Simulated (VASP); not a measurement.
A run of VASP 6.6.1:

The input INCAR:

```
PREC = Accurate ; ENCUT = 520
EDIFF = 1E-6 ; ISMEAR = 0
SIGMA = 0.1 ; LREAL = False
LASPH = True ; NELM = 60
ALGO = Normal ; ISIF = 2
LWAVE = False ; LCHARG = True
LDIPOL = True ; IDIPOL = 3
DIPOL = 0.5 0.5 0.496 ; GGA = PE
LELF = True ; LVHAR = True
LVACPOTAV = True ; NBANDS = 24
```

KPOINTS

```
regular mesh
0
Gamma
  11 11 1
```

File POSCAR:

```
Ta
1.0
    2.8743098517      0.0000000000      0.0000000000
   -0.9581032839      2.7099253165      0.0000000000
    0.0000000000      0.0000000000     18.6937283329
Ta
3
Direct
    0.5000000000      0.5000000000      0.3744571375
    0.0000000000      0.0000000000      0.4955507138
    0.5000000000      0.5000000000      0.6166073192
```

Potentials or basis: VASP PAW PBE potentials, release 64 (Ta_pv).

Run with:

```sh
$ cat potpaw_PBE.64/Ta_pv/POTCAR > POTCAR
$ mpirun -np 1 vasp_std > vasp.out
```

Hardware: 1 thread of AMD EPYC 7R13 Processor (Zen 3) (shared host).

Question: How long does it take, and how much memory?

Answer: Run time: 3.1 min on 1 thread of AMD EPYC 7R13 Processor (Zen 3), on a shared host, peak memory 0.28 GiB. Counts: scf iterations 24, k points 36.
